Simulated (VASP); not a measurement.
# Pt (Fm-3m) in VASP: further runs

Pt is run at these levels: LDA; tasks: single point, relaxation of volume and atoms at fixed shape.

Program: VASP 6.6.1. These are calculated values, not measurements. Logs are shortened: lines on timing, memory, paths and dates and some standing lists are left out, and cuts for length are marked.

## (1) The cell of the first run

It takes space group Fm-3m (No. 225, cubic). Conventional cell: a = 3.889 Å, b = 3.889 Å, c = 3.889 Å, α = 90.00°, β = 90.00°, γ = 90.00°. Within 3.6 Å of Pt (site symmetry m-3m) lie 12 Pt at 2.75 Å.

## (2) Single point, LDA

Input file INCAR:

```
SYSTEM = Pt
PREC = Accurate
ENCUT = 500
EDIFF = 1E-6
ISMEAR = 0
SIGMA = 0.05
LREAL = .False.
LASPH = .True.
NELM = 120
ALGO = Normal
ISIF = 2
LWAVE = .False.
LCHARG = .False.
NBANDS = 11
GGA_COMPAT = .False.
```

Input file KPOINTS:

```
Automatic mesh
0
Gamma
  11 11 11
  0 0 0
```

Input file POSCAR:

```
Pt
1.0
    0.0000000000      1.9447158429      1.9447158429
    1.9447158429      0.0000000000      1.9447158429
    1.9447158429      1.9447158429      0.0000000000
Pt
1
Direct
    0.0000000000      0.0000000000      0.0000000000
```

Potentials or basis: VASP PAW LDA potentials, release 64 (Pt).

Started as:

```bash
$ cat potpaw_LDA.64/Pt/POTCAR > POTCAR
$ mpirun -np 1 vasp_std > vasp.out
```

OUTCAR:

```text
SYSTEM = Pt
   PREC = Accurate
   ENCUT = 500
   EDIFF = 1E-6
   ISMEAR = 0
   LREAL = .False.
   LASPH = .True.
   NELM = 120
   ISIF = 2

 ion  position               nearest neighbor table
   1  0.000  0.000  0.000-

  LATTYP: Found a face centered cubic cell.
 ALAT       =     3.8894316858

  Lattice vectors:

 A1 = (   0.0000000000,   1.9447158429,   1.9447158429)
 A2 = (   1.9447158429,   0.0000000000,   1.9447158429)
 A3 = (   1.9447158429,   1.9447158429,   0.0000000000)

Analysis of symmetry for initial positions (statically):
=====================================================================
 Subroutine PRICEL returns:
 Original cell was already a primitive cell.

 Routine SETGRP: Setting up the symmetry group for a
 face centered cubic supercell.

 Subroutine GETGRP returns: Found 48 space group operations
[... 9 lines left out ...]

 Routine SETGRP: Setting up the symmetry group for a
 face centered cubic supercell.

 Subroutine GETGRP returns: Found 48 space group operations
[... 11 lines left out ...]
                                     Primitive cell

  volume of cell :      14.7095

  direct lattice vectors                    reciprocal lattice vectors
     0.000000000  1.944715843  1.944715843    -0.257106971  0.257106971  0.257106971
     1.944715843  0.000000000  1.944715843     0.257106971 -0.257106971  0.257106971
     1.944715843  1.944715843  0.000000000     0.257106971  0.257106971 -0.257106971

  length of vectors
     2.750243520  2.750243520  2.750243520     0.445322337  0.445322337  0.445322337

  position of ions in fractional coordinates (direct lattice)
     0.000000000  0.000000000  0.000000000

  ion indices of the primitive-cell ions
   primitive index   ion index
                 1           1

----------------------------------------------------------------------------------------

 KPOINTS: Automatic mesh

Automatic generation of k-mesh.
 Grid dimensions read from file:
 generate k-points for:   11   11   11

 Generating k-lattice:

  Cartesian coordinates                     Fractional coordinates (reciprocal lattice)
    -0.023373361  0.023373361  0.023373361     0.090909091  0.000000000  0.000000000
     0.023373361 -0.023373361  0.023373361     0.000000000  0.090909091  0.000000000
     0.023373361  0.023373361 -0.023373361     0.000000000  0.000000000  0.090909091

  Length of vectors
     0.040483849  0.040483849  0.040483849

  Shift w.r.t. Gamma in fractional coordinates (k-lattice)
     0.000000000  0.000000000  0.000000000

 Subroutine IBZKPT returns following result:
 ===========================================

 Found     56 irreducible k-points:

 Following reciprocal coordinates:
            Coordinates               Weight
  0.000000  0.000000  0.000000      1.000000
  0.090909  0.000000  0.000000      8.000000
  0.181818  0.000000  0.000000      8.000000
  0.272727  0.000000  0.000000      8.000000
  0.363636  0.000000  0.000000      8.000000
  0.454545  0.000000  0.000000      8.000000
[... 16 lines left out ...]
 -0.272727  0.181818  0.000000     24.000000
 -0.181818  0.181818  0.000000     12.000000
 [... further k-points ...]
   k-points           NKPTS =     56   k-points in BZ     NKDIM =     56   number of bands    NBANDS=     11
   number of dos      NEDOS =    301   number of ions     NIONS =      1
   total plane-waves  NPLWV =   8000
   dimension x,y,z NGX =    20 NGY =   20 NGZ =   20
   dimension x,y,z NGXF=    40 NGYF=   40 NGZF=   40
   ions per type =               1
   NGX,Y,Z   is equivalent  to a cutoff of  12.09, 12.09, 12.09 a.u.
   NGXF,Y,Z  is equivalent  to a cutoff of  24.18, 24.18, 24.18 a.u.
 SYSTEM =  Pt
   PREC   = accura    normal or accurate (medium, high low for compatibility)
   ISTART =      0    job   : 0-new  1-cont  2-samecut
   ICHARG =      2    charge: 1-file 2-atom 10-const
   ISPIN  =      1    spin polarized calculation?
   LNONCOLLINEAR =      F non collinear calculations
   LSORBIT =      F    spin-orbit coupling
   LASPH  =      T    aspherical Exc in radial PAW
   ENCUT  =  500.0 eV  36.75 Ry    6.06 a.u.   5.01  5.01  5.01*2*pi/ulx,y,z
   NELM   =    120;   NELMIN=  2; NELMDL= -5     # of ELM steps
   EDIFF  = 0.1E-05   stopping-criterion for ELM
   LREAL  =      F    real-space projection
   EDIFFG = 0.1E-04   stopping-criterion for IOM
   NSW    =      0    number of steps for IOM
   IBRION =     -1    ionic relax: 0-MD 1-quasi-New 2-CG
   NFREE  =      0    steps in history (QN), initial steepest desc. (CG)
   ISIF   =      2    stress and relaxation
   ISYM   =      2    0-nonsym 1-usesym 2-fastsym
   POTIM  = 0.5000    time-step for ionic-motion
   TEBEG  =    0.0;   TEEND  =   0.0 temperature during run
   PSTRESS=    0.0 pullay stress
   NELECT =      10.0000    total number of electrons
   NUPDOWN=      -1.0000    fix difference up-down
   EMIN   =  10.00;   EMAX   =-10.00  energy-range for DOS
   EFERMI =   0.00;   METHOD = LEGACY
   ISMEAR =     0;   SIGMA  =   0.05  broadening in eV -4-tet -1-fermi 0-gaus
   EFERMI_NEDOS =   21; number of points for ismear=-14 and -15
   IALGO  =     38    algorithm
   IMIX   =      4    mixing-type and parameters
     AMIX     =   0.40;   BMIX     =  1.00
     AMIX_MAG =   1.60;   BMIX_MAG =  1.00
  volume/ion in A,a.u.               =      14.71        99.26
  Fermi-wavevector in a.u.,A,eV,Ry     =   1.439490  2.720242 28.193064  2.072132
  Thomas-Fermi vector in A             =   2.558340
   LORBIT       =      0    0 simple, 1 ext, 2 COOP (PROOUT), +10 PAW based schemes
   GGA     = CA    functional components
   LHFCALC =     F    Hartree Fock is set to
   AEXX    =    0.0000 exact exchange contribution
   IVDW    =     0    specifies the selected vdW correction
   LEPSILON=     F    determine dielectric tensor
   LRPA    =     F    only Hartree local field effects (RPA)
 non-spin polarized calculation
 Gauss-broadening in eV      SIGMA  =   0.05
  energy-cutoff  :      500.00
  volume of cell :       14.71
 maximum number of plane-waves:       383
   NGX =  9   NGY =  9   NGZ =  9

 number of electron      10.0000000 magnetization

 Free energy of the ion-electron system (eV)
  ---------------------------------------------------
  ext. energy  EPLUGINS =         0.00000000
  ---------------------------------------------------
  free energy    TOTEN  =        -7.51329759 eV

  energy without entropy =       -7.51028636  energy(sigma->0) =       -7.51179198

 E-fermi :  11.5700     XC(G=0): -13.8341

 val. band max:       11.5640756649   @ k =  -0.3636   0.3636   0.0909
 cond. band min:      11.5773459733   @ k =  -0.4545   0.1818   0.0000
 fundamental gap:      0.0132703084
 Fermi energy:        11.5700050298

 k-point     1 :       0.0000    0.0000    0.0000
  band No.  band energies     occupation
      1       1.1042      2.00000
      2       7.6463      2.00000
      3       7.6463      2.00000
      4       7.6463      2.00000
      5       9.9309      2.00000
      6       9.9309      2.00000
      7      26.1794      0.00000
      8      31.2450      0.00000
      9      31.2450      0.00000
     10      31.2450      0.00000
     11      36.7931      0.00000

 k-point     2 :       0.0909    0.0000    0.0000
  band No.  band energies     occupation
      1       1.4420      2.00000
      2       7.4986      2.00000
      3       7.7781      2.00000
      4       7.7781      2.00000
      5       9.8594      2.00000
      6       9.8594      2.00000
      7      26.7074      0.00000
      8      29.7410      0.00000
      9      31.7764      0.00000
     10      31.7764      0.00000
     11      38.3387      0.00000

 k-point     3 :       0.1818    0.0000    0.0000
  band No.  band energies     occupation
      1       2.3573      2.00000
      2       7.2370      2.00000
      3       8.0201      2.00000
      4       8.0201      2.00000
      5       9.8333      2.00000
      6       9.8333      2.00000
      7      27.1722      0.00000
      8      27.8394      0.00000
      9      33.2383      0.00000
     10      33.2383      0.00000
     11      36.3981      0.00000

 k-point     4 :       0.2727    0.0000    0.0000
  band No.  band energies     occupation
      1       3.4267      2.00000
      2       7.4246      2.00000
      3       8.0063      2.00000
      4       8.0063      2.00000
      5      10.2584      2.00000
      6      10.2584      2.00000
      7      24.2963      0.00000
      8      27.8602      0.00000
      9      34.5696      0.00000
     10      34.5696      0.00000
     11      35.4842      0.00000

 k-point     5 :       0.3636    0.0000    0.0000
  band No.  band energies     occupation
      1       3.9434      2.00000
      2       7.7824      2.00000
      3       7.7824      2.00000
      4       8.7670      2.00000
      5      11.0142      2.00000
      6      11.0142      2.00000
      7      21.0096      0.00000
      8      26.6270      0.00000
      9      32.4448      0.00000
     10      32.4448      0.00000
     11      37.8935      0.00000
[... 211 lines left out ...]
 k-point    21 :      -0.4545    0.1818    0.0000
  band No.  band energies     occupation
      1       4.9235      2.00000
      2       6.8740      2.00000
      3       8.3880      2.00000
      4       8.4678      2.00000
      5      11.5773      0.83552
      6      15.2130      0.00000
      7      17.3581      0.00000
      8      26.5428      0.00000
      9      29.0667      0.00000
     10      29.4129      0.00000
     11      39.4686      0.00000

 k-point    22 :      -0.3636    0.1818    0.0000
  band No.  band energies     occupation
      1       5.0315      2.00000
      2       7.0095      2.00000
      3       8.1360      2.00000
      4       8.4404      2.00000
      5      10.8195      2.00000
      6      14.1725      0.00000
      7      19.3483      0.00000
      8      26.2405      0.00000
      9      28.5729      0.00000
     10      31.3826      0.00000
     11      37.0980      0.00000

 k-point    23 :      -0.2727    0.1818    0.0000
  band No.  band energies     occupation
      1       4.9615      2.00000
      2       6.9928      2.00000
      3       7.4696      2.00000
      4       8.6041      2.00000
      5       9.8125      2.00000
      6      12.8111      0.00000
      7      22.5874      0.00000
      8      26.6988      0.00000
      9      29.1417      0.00000
     10      34.0762      0.00000
     11      34.2468      0.00000

 k-point    24 :      -0.1818    0.1818    0.0000
  band No.  band energies     occupation
      1       4.1034      2.00000
      2       6.6974      2.00000
      3       7.8591      2.00000
      4       8.8733      2.00000
      5       8.9596      2.00000
      6      11.5404      1.59797
      7      25.2510      0.00000
      8      27.9425      0.00000
      9      30.7331      0.00000
     10      31.8114      0.00000
     11      36.5615      0.00000

 [... further k-points ...]
[... 5 lines left out ...]
  --------------------------------------------------------------------------------------
  -------------------------------------------------------------------------------------
  Total        0.1309999      0.1309999      0.1309999      0.0000000      0.0000000      0.0000000
  in kB       14.2686609     14.2686609     14.2686609      0.0000000      0.0000000      0.0000000
  external PRESSURE =      14.2686609 kB  Pullay stress =       0.0000000 kB

 VOLUME and BASIS-vectors are now :
 -----------------------------------------------------------------------------
  energy-cutoff  :      500.00
  volume of cell :       14.71
      direct lattice vectors                 reciprocal lattice vectors
     0.000000000  1.944715843  1.944715843    -0.257106971  0.257106971  0.257106971
     1.944715843  0.000000000  1.944715843     0.257106971 -0.257106971  0.257106971
     1.944715843  1.944715843  0.000000000     0.257106971  0.257106971 -0.257106971

 POSITION                                       TOTAL-FORCE (eV/Angst)
 -----------------------------------------------------------------------------------
      0.00000      0.00000      0.00000         0.000000      0.000000      0.000000
 -----------------------------------------------------------------------------------
    total drift:                               -0.000000     -0.000000     -0.000000

  FREE ENERGIE OF THE ION-ELECTRON SYSTEM (eV)
  ---------------------------------------------------
  free  energy   TOTEN  =        -7.5132975929 eV

  energy  without entropy=       -7.5102863622  energy(sigma->0) =       -7.51179198
```

Wall time 15 s (1 thread of AMD EPYC 7R13, shared host); peak memory 0.09 GiB.

What came out:

- Free energy: -7.5133 eV
- Pressure: 1.4 GPa
- Band gap on the k mesh: zero (band 5 reaches 12.04 eV, above the bottom of band 6 at 9.83 eV)

Caveat: spin-orbit coupling is left out, which moves the levels of the heavy elements.

## (3) Relaxation of volume and atoms at fixed shape, LDA

This run uses another cell than the first one, of 15.08 Å³/atom, 1.025 times its volume.

Input file INCAR:

```
PREC = Accurate
ENCUT = 500
EDIFF = 1E-7
ISMEAR = 0
SIGMA = 0.05
LREAL = F
LASPH = T
NELM = 120
ALGO = Normal
ISIF = 8
LWAVE = F
LCHARG = F
GGA = CA
IBRION = 2
NSW = 80
EDIFFG = -0.03
GGA_COMPAT = F
NELMIN = 4
```

Input file KPOINTS:

```
Automatic mesh
0
Gamma
  11 11 11
```

Input file POSCAR:

```
Pt
1.0
    0.0000000000      1.9609000000      1.9609000000
    1.9609000000      0.0000000000      1.9609000000
    1.9609000000      1.9609000000      0.0000000000
Pt
1
Direct
    0.0000000000      0.0000000000      0.0000000000
```

Potentials or basis: VASP PAW LDA potentials, release 64 (Pt).

Started as:

```bash
$ cat potpaw_LDA.64/Pt/POTCAR > POTCAR
$ mpirun -np 1 vasp_std > vasp.out
```

Run time: 26 s. Hardware: 1 thread of AMD EPYC 7R13, shared host; peak memory 0.1 GiB.

The run converged. Its results:

* Free energy: -7.5139 eV
* Relaxed volume: 14.78 Å³/atom
* Relaxed cell: a = 2.755 Å, b = 2.755 Å, c = 2.755 Å, α = 60.00°, β = 60.00°, γ = 60.00°
* Space group after relaxing (to 0.05 Å): Fm-3m (No. 225)
* Energy gained by relaxing: 5.7 meV/atom
* Ionic steps: 3
* Pressure after relaxing: -0.2 GPa
* Band gap on the k mesh: zero (band 5 reaches 11.93 eV, above the bottom of band 6 at 9.75 eV)

Step by step:
| step | energy change (eV) | largest force (eV/Å) | pressure (GPa) | volume (Å³) |
| --- | --- | --- | --- | --- |
| 1 | 0.0000 | 0.0000 | -5.94 | 15.08 |
| 2 | 0.0524 | 0.0000 | 22.48 | 13.89 |
| 3 | -0.0057 | 0.0000 | -0.16 | 14.78 |

Final structure:
```
Pt
1.0
     0.00000    1.94799    1.94799
     1.94799    0.00000    1.94799
     1.94799    1.94799    0.00000
Pt
1
Cartesian
  0.0000 0.0000 0.0000
```

Levels at points of the mesh, in eV from the Fermi level:
```
           k point  band 2  band 3  band 4  band 5  band 6  band 7  band 8  band 9
(0.00, 0.00, 0.00)   -3.89   -3.89   -3.89   -1.63   -1.63   14.63   19.66   19.66
```

Caveat: spin-orbit coupling is left out, which moves the levels of the heavy elements. LDA usually gives volumes a few per cent too small.
